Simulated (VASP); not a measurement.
# SrO (Fm-3m) in VASP: single point with PBEsol

Aim: the single point of SrO with PBEsol.

Program: VASP 6.6.1. These are calculated values, not measurements. Logs are shortened: lines on timing, memory, paths and dates and some standing lists are left out, and cuts for length are marked.

### Step 1. The cell of the first run

Symmetry: Fm-3m, No. 225, cubic system. Conventional cell: a = 5.123 Å, b = 5.123 Å, c = 5.123 Å, α = 90.00°, β = 90.00°, γ = 90.00°. Sr (site symmetry m-3m) has 6 O at 2.56 Å within 3.4 Å. O (site symmetry m-3m) has 6 Sr at 2.56 Å within 3.4 Å.

### Step 2. Single point, PBEsol

Input file INCAR:

```
SYSTEM = SrO
PREC = Accurate ; ENCUT = 600
EDIFF = 1E-6 ; ISMEAR = 0
SIGMA = 0.02 ; LREAL = .False.
LASPH = .True. ; NELM = 120
ALGO = Normal ; ISIF = 2
LWAVE = .False. ; LCHARG = .True.
GGA = PS ; LELF = .True.
LVHAR = .True. ; NBANDS = 15
GGA_COMPAT = .False.
```

Input file KPOINTS:

```
regular mesh
0
Gamma
  8 8 8
  0 0 0
```

Input file POSCAR:

```
SrO
1.0
    0.0000000000      2.5614511634      2.5614511634
    2.5614511634      0.0000000000      2.5614511634
    2.5614511634      2.5614511634      0.0000000000
Sr O
1 1
Direct
    0.0000000000      0.0000000000      0.0000000000
    0.5000000000      0.5000000000      0.5000000000
```

Potentials or basis: VASP PAW PBE potentials, release 64 (Sr_sv, O).

The run is started by

```bash
cat potpaw_PBE.64/Sr_sv/POTCAR potpaw_PBE.64/O/POTCAR > POTCAR
mpirun -np 1 vasp_std > vasp.out
```

OUTCAR:

```text
SYSTEM = SrO
   PREC = Accurate
   ENCUT = 600
   EDIFF = 1E-6
   ISMEAR = 0
   LREAL = .False.
   LASPH = .True.
   NELM = 120
   ISIF = 2
   GGA = PS

 ion  position               nearest neighbor table
   1  0.000  0.000  0.000-   2 2.56   2 2.56   2 2.56   2 2.56   2 2.56   2 2.56
   2  0.500  0.500  0.500-   1 2.56   1 2.56   1 2.56   1 2.56   1 2.56   1 2.56

  LATTYP: Found a face centered cubic cell.
 ALAT       =     5.1229023268

  Lattice vectors:

 A1 = (   0.0000000000,   2.5614511634,   2.5614511634)
 A2 = (   2.5614511634,   0.0000000000,   2.5614511634)
 A3 = (   2.5614511634,   2.5614511634,   0.0000000000)

Analysis of symmetry for initial positions (statically):
=====================================================================
 Subroutine PRICEL returns:
 Original cell was already a primitive cell.

 Routine SETGRP: Setting up the symmetry group for a
 face centered cubic supercell.

 Subroutine GETGRP returns: Found 48 space group operations
 (whereof 48 operations were pure point group operations)
 out of a pool of 48 trial point group operations.

The static configuration has the point symmetry O_h .

Analysis of symmetry for dynamics (positions and initial velocities):
=====================================================================
 Subroutine PRICEL returns:
 Original cell was already a primitive cell.

 Routine SETGRP: Setting up the symmetry group for a
 face centered cubic supercell.

 Subroutine GETGRP returns: Found 48 space group operations
 (whereof 48 operations were pure point group operations)
 out of a pool of 48 trial point group operations.

The dynamic configuration has the point symmetry O_h .

 Subroutine INISYM returns: Found 48 space group operations
 (whereof 48 operations are pure point group operations),
 and found     1 'primitive' translations

----------------------------------------------------------------------------------------

                                     Primitive cell

  volume of cell :      33.6115

  direct lattice vectors                    reciprocal lattice vectors
     0.000000000  2.561451163  2.561451163    -0.195201848  0.195201848  0.195201848
     2.561451163  0.000000000  2.561451163     0.195201848 -0.195201848  0.195201848
     2.561451163  2.561451163  0.000000000     0.195201848  0.195201848 -0.195201848

  length of vectors
     3.622438975  3.622438975  3.622438975     0.338099518  0.338099518  0.338099518

  position of ions in fractional coordinates (direct lattice)
     0.000000000  0.000000000  0.000000000
     0.500000000  0.500000000  0.500000000

  ion indices of the primitive-cell ions
   primitive index   ion index
                 1           1
                 2           2

----------------------------------------------------------------------------------------

 KPOINTS: regular mesh

Automatic generation of k-mesh.
 Grid dimensions read from file:
 generate k-points for:    8    8    8

 Generating k-lattice:

  Cartesian coordinates                     Fractional coordinates (reciprocal lattice)
    -0.024400231  0.024400231  0.024400231     0.125000000  0.000000000  0.000000000
     0.024400231 -0.024400231  0.024400231     0.000000000  0.125000000  0.000000000
     0.024400231  0.024400231 -0.024400231     0.000000000  0.000000000  0.125000000

  Length of vectors
     0.042262440  0.042262440  0.042262440

  Shift w.r.t. Gamma in fractional coordinates (k-lattice)
     0.000000000  0.000000000  0.000000000

 Subroutine IBZKPT returns following result:
 ===========================================

 Found     29 irreducible k-points:

 Following reciprocal coordinates:
            Coordinates               Weight
  0.000000  0.000000  0.000000      1.000000
  0.125000  0.000000  0.000000      8.000000
  0.250000  0.000000  0.000000      8.000000
  0.375000  0.000000  0.000000      8.000000
  0.500000  0.000000  0.000000      4.000000
  0.125000  0.125000  0.000000      6.000000
[... 16 lines left out ...]
  0.500000  0.250000  0.125000     48.000000
 -0.375000  0.250000  0.125000     24.000000
 [... further k-points ...]
   k-points           NKPTS =     29   k-points in BZ     NKDIM =     29   number of bands    NBANDS=     15
   number of dos      NEDOS =    301   number of ions     NIONS =      2
   total plane-waves  NPLWV =  27000
   dimension x,y,z NGX =    30 NGY =   30 NGZ =   30
   dimension x,y,z NGXF=    60 NGYF=   60 NGZF=   60
   ions per type =               1   1
   NGX,Y,Z   is equivalent  to a cutoff of  13.77, 13.77, 13.77 a.u.
   NGXF,Y,Z  is equivalent  to a cutoff of  27.54, 27.54, 27.54 a.u.
 SYSTEM =  SrO
   PREC   = accura    normal or accurate (medium, high low for compatibility)
   ISTART =      0    job   : 0-new  1-cont  2-samecut
   ICHARG =      2    charge: 1-file 2-atom 10-const
   ISPIN  =      1    spin polarized calculation?
   LNONCOLLINEAR =      F non collinear calculations
   LSORBIT =      F    spin-orbit coupling
   LASPH  =      T    aspherical Exc in radial PAW
   ENCUT  =  600.0 eV  44.10 Ry    6.64 a.u.   7.23  7.23  7.23*2*pi/ulx,y,z
   NELM   =    120;   NELMIN=  2; NELMDL= -5     # of ELM steps
   EDIFF  = 0.1E-05   stopping-criterion for ELM
   LREAL  =      F    real-space projection
   EDIFFG = 0.1E-04   stopping-criterion for IOM
   NSW    =      0    number of steps for IOM
   IBRION =     -1    ionic relax: 0-MD 1-quasi-New 2-CG
   NFREE  =      0    steps in history (QN), initial steepest desc. (CG)
   ISIF   =      2    stress and relaxation
   ISYM   =      2    0-nonsym 1-usesym 2-fastsym
   POTIM  = 0.5000    time-step for ionic-motion
   TEBEG  =    0.0;   TEEND  =   0.0 temperature during run
   PSTRESS=    0.0 pullay stress
   NELECT =      16.0000    total number of electrons
   NUPDOWN=      -1.0000    fix difference up-down
   EMIN   =  10.00;   EMAX   =-10.00  energy-range for DOS
   EFERMI =   0.00;   METHOD = LEGACY
   ISMEAR =     0;   SIGMA  =   0.02  broadening in eV -4-tet -1-fermi 0-gaus
   EFERMI_NEDOS =   21; number of points for ismear=-14 and -15
   IALGO  =     38    algorithm
   IMIX   =      4    mixing-type and parameters
     AMIX     =   0.40;   BMIX     =  1.00
     AMIX_MAG =   1.60;   BMIX_MAG =  1.00
  volume/ion in A,a.u.               =      16.81       113.41
  Fermi-wavevector in a.u.,A,eV,Ry     =   1.278259  2.415559 22.231174  1.633945
  Thomas-Fermi vector in A             =   2.410812
   LORBIT       =      0    0 simple, 1 ext, 2 COOP (PROOUT), +10 PAW based schemes
   GGA     = PS    functional components
   LHFCALC =     F    Hartree Fock is set to
   AEXX    =    0.0000 exact exchange contribution
   IVDW    =     0    specifies the selected vdW correction
   LEPSILON=     F    determine dielectric tensor
   LRPA    =     F    only Hartree local field effects (RPA)
 non-spin polarized calculation
 Gauss-broadening in eV      SIGMA  =   0.02
  energy-cutoff  :      600.00
  volume of cell :       33.61
 maximum number of plane-waves:      1139
 NGX is ok and might be reduce to    30
   NGX = 15   NGY = 15   NGZ = 15

 number of electron      15.9999997 magnetization

 Free energy of the ion-electron system (eV)
  ---------------------------------------------------
  ext. energy  EPLUGINS =         0.00000000
  ---------------------------------------------------
  free energy    TOTEN  =       -12.64063084 eV

  energy without entropy =      -12.64063084  energy(sigma->0) =      -12.64063084

 E-fermi :   1.6399     XC(G=0): -10.3308

 val. band max:        1.5402169291   @ k =   0.0000   0.0000   0.0000
 cond. band min:       4.6884606531   @ k =   0.5000   0.5000   0.0000
 fundamental gap:      3.1482437240
 Fermi energy:         1.6398701581

 k-point     1 :       0.0000    0.0000    0.0000
  band No.  band energies     occupation
      1     -30.6576      2.00000
      2     -13.4717      2.00000
      3     -12.2983      2.00000
      4     -12.2983      2.00000
      5     -12.2983      2.00000
      6       1.5402      2.00000
      7       1.5402      2.00000
      8       1.5402      2.00000
      9       5.4426      0.00000
     10       7.7266      0.00000
     11       7.7266      0.00000
     12       7.7266      0.00000
     13       9.9471      0.00000
     14       9.9471      0.00000
     15      14.0792      0.00000

 k-point     2 :       0.1250    0.0000    0.0000
  band No.  band energies     occupation
      1     -30.6361      2.00000
      2     -13.8380      2.00000
      3     -12.3112      2.00000
      4     -12.3112      2.00000
      5     -11.9842      2.00000
      6       1.0678      2.00000
      7       1.3357      2.00000
      8       1.3357      2.00000
      9       6.1575      0.00000
     10       7.5634      0.00000
     11       8.0401      0.00000
     12       8.0401      0.00000
     13      10.3671      0.00000
     14      10.3671      0.00000
     15      15.1107      0.00000

 k-point     3 :       0.2500    0.0000    0.0000
  band No.  band energies     occupation
      1     -30.5838      2.00000
      2     -14.4225      2.00000
      3     -12.3418      2.00000
      4     -12.3418      2.00000
      5     -11.5263      2.00000
      6       0.2144      2.00000
      7       0.8953      2.00000
      8       0.8954      2.00000
      9       7.4889      0.00000
     10       7.7154      0.00000
     11       8.8928      0.00000
     12       8.8928      0.00000
     13      11.4149      0.00000
     14      11.4149      0.00000
     15      17.1940      0.00000
[... 343 lines left out ...]
 k-point    23 :       0.5000    0.2500    0.1250
  band No.  band energies     occupation
      1     -30.5035      2.00000
      2     -14.6234      2.00000
      3     -12.6888      2.00000
      4     -12.4849      2.00000
      5     -11.5007      2.00000
      6      -0.0448      2.00000
      7       0.5789      2.00000
      8       1.0103      2.00000
      9       7.0442      0.00000
     10       8.6976      0.00000
     11      10.5044      0.00000
     12      10.6716      0.00000
     13      12.7211      0.00000
     14      13.6639      0.00000
     15      15.8484      0.00000

 k-point    24 :      -0.3750    0.2500    0.1250
  band No.  band energies     occupation
      1     -30.4858      2.00000
      2     -14.6931      2.00000
      3     -12.7132      2.00000
      4     -12.5436      2.00000
      5     -11.4714      2.00000
      6      -0.0844      2.00000
      7       0.6536      2.00000
      8       0.7377      2.00000
      9       7.8771      0.00000
     10       8.2294      0.00000
     11      10.9114      0.00000
     12      11.1100      0.00000
     13      13.2705      0.00000
     14      14.5432      0.00000
     15      14.9145      0.00000

 [... further k-points ...]

------------------------ aborting loop because EDIFF is reached ----------------------------------------

  FORCE on cell =-STRESS in cart. coord.  units (eV):
  Direction    XX          YY          ZZ          XY          YZ          ZX
  --------------------------------------------------------------------------------------
  -------------------------------------------------------------------------------------
  Total        0.1115998      0.1115998      0.1115998      0.0000000      0.0000000      0.0000000
  in kB        5.3196810      5.3196810      5.3196810      0.0000000      0.0000000      0.0000000
  external PRESSURE =       5.3196810 kB  Pullay stress =       0.0000000 kB

 VOLUME and BASIS-vectors are now :
 -----------------------------------------------------------------------------
  energy-cutoff  :      600.00
  volume of cell :       33.61
      direct lattice vectors                 reciprocal lattice vectors
     0.000000000  2.561451163  2.561451163    -0.195201848  0.195201848  0.195201848
     2.561451163  0.000000000  2.561451163     0.195201848 -0.195201848  0.195201848
     2.561451163  2.561451163  0.000000000     0.195201848  0.195201848 -0.195201848

 POSITION                                       TOTAL-FORCE (eV/Angst)
 -----------------------------------------------------------------------------------
      0.00000      0.00000      0.00000        -0.000000      0.000000     -0.000000
      2.56145      2.56145      2.56145         0.000000     -0.000000      0.000000
 -----------------------------------------------------------------------------------
    total drift:                                0.000000      0.000000      0.000000

  FREE ENERGIE OF THE ION-ELECTRON SYSTEM (eV)
  ---------------------------------------------------
  free  energy   TOTEN  =       -12.6406308439 eV

  energy  without entropy=      -12.6406308439  energy(sigma->0) =      -12.64063084
```

It took 12 s on 1 thread of AMD EPYC 9R45 (Zen 5), shared host; peak memory 0.15 GiB.

What came out:

| Quantity | Value |
| --- | --- |
| Free energy | -12.6406 eV |
| Pressure | 0.5 GPa |
| Band gap on the k mesh | 3.15 eV (least direct gap 3.23 eV) |

Caveat: the PAW data sets were made with another functional, which shifts forces and pressure a little. A k mesh can miss the band edges.
